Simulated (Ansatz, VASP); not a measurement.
**HfO2: VASP beside Ansatz**

```
Hf O
1.0
     0.00000    2.55750    2.55750
     2.55750    0.00000    2.55750
     2.55750    2.55750    0.00000
Hf O
1 2
Cartesian
  0.0000 0.0000 0.0000
  1.2788 1.2788 1.2788
  3.8363 3.8363 3.8363
```

Alike in both runs: task single point; functional PBE; k mesh 10 × 10 × 10; no spin polarisation.

|  | VASP | Ansatz |
| --- | --- | --- |
| version | VASP 6.6.1 | Ansatz 0.2.0 |
| potentials or method | VASP PAW PBE potentials, release 64 (Hf_pv, O) | plane waves, PAW |
| plane-wave cutoff (eV) | 520 | 420 |
| occupations | gaussian, width 0.01 eV | fixed |
| valence electrons in the cell | 22 | 38 |

Ansatz gave:

* pressure (GPa): -2.5

Which values does VASP return?

Pressure (GPa): -6.0.

VASP's potentials hold 22 valence electrons a cell and Ansatz's 38, so a difference there can come from the potentials and not from the codes.

Neither program's run includes spin-orbit coupling.
